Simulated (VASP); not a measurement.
ZrNb2N4: relaxation of cell and atoms with PBE

The system is ZrNb2N4.

```
CELL_PARAMETERS angstrom
2.90192 0.00000 0.00000
-0.30661 4.90928 0.00000
-0.13046 -1.64747 6.10118
ATOMIC_POSITIONS crystal
Zr 0.50000 0.00000 0.50000
Nb 0.00000 0.00000 0.00000
Nb 0.50000 0.50000 0.00000
N 0.47453 0.79015 0.84638
N 0.03690 0.25821 0.83544
N 0.96310 0.74179 0.16456
N 0.52547 0.20985 0.15362
```

The cell was built from a structure type or drawn by symmetry, and may not be a known phase.

| Quantity | Value |
| --- | --- |
| Program | VASP 6.6.1 |
| Task | relaxation of cell and atoms |
| Functional | PBE |
| Potentials or basis | VASP PAW PBE potentials, release 64 (Zr_sv, Nb_sv, N) |
| Cutoff | 600 eV |
| k mesh | 4 × 3 × 2 |
| Occupations | gaussian, width 0.15 eV |
| Spin | no spin polarisation |
| Dipole correction | no |
| Further INCAR settings | ALGO = Normal; EDIFF = 1e-06; IBRION = 2; EDIFFG = -0.08; NSW = 36; ISIF = 3 |

- Relaxed volume: 12.33 Å³/atom
- Relaxed cell: a = 3.145 Å, b = 5.248 Å, c = 5.502 Å, α = 108.11°, β = 89.99°, γ = 90.01°
- Space group after relaxing (to 0.1 Å): P2/m (No. 10)
- Pressure after relaxing: -0.2 GPa
- Largest force after relaxing: 0.076 eV/Å
- Band gap on the k mesh: zero (bands 29 and 30 overlap by 1.70 eV)

Forces in eV/Å, atoms in the order of the input:
```
Zr   0.000  0.000  0.000
Nb   0.000  0.000  0.000
Nb   0.000  0.000  0.000
N   -0.007  0.046  0.060
N   -0.015  0.040 -0.032
N    0.015 -0.040  0.032
N    0.007 -0.046 -0.060
```

Stress tensor (GPa, compression positive):
```
-0.05  0.02  0.02
 0.02  0.12  0.23
 0.02  0.23 -0.53
```

Final structure:
```
Zr Nb N
1.0
     3.14229    0.09614    0.06927
    -0.16216    5.24551    0.02485
    -0.06126   -1.73753    5.22025
Zr Nb N
1 2 4
Direct
  0.50000 0.00000 0.50000
  0.00000 0.00000 0.00000
  0.50000 0.50000 0.00000
  0.50012 0.76965 0.78097
  0.00035 0.25233 0.75724
  0.99965 0.74767 0.24276
  0.49988 0.23035 0.21903
```

Levels at points of the mesh, in eV from the Fermi level:
```csv
k point,band 27,band 28,band 29,band 30,band 31,band 32
"(0.00, 0.00, 0.00)",-1.65,-1.40,-1.28,-0.18,0.46,0.82
"(0.50, 0.00, 0.00)",-2.91,-2.65,0.92,1.21,1.73,2.04
"(0.00, 0.00, 0.50)",-1.76,-1.30,-0.48,0.16,0.35,0.65
"(0.50, 0.00, 0.50)",-3.12,-2.02,-0.15,0.86,1.13,1.29
```

Run time: 19 min on 1 thread of Intel Xeon 8259CL, with other jobs on the host, peak memory 0.25 GiB.

Caveat: the k points lie up to 0.60 Å⁻¹ apart in the final cell, too coarse for converged energies and pressures of a metal; the relaxation stopped at a loose force limit of 0.08 eV/Å, so its end isn't a converged minimum.
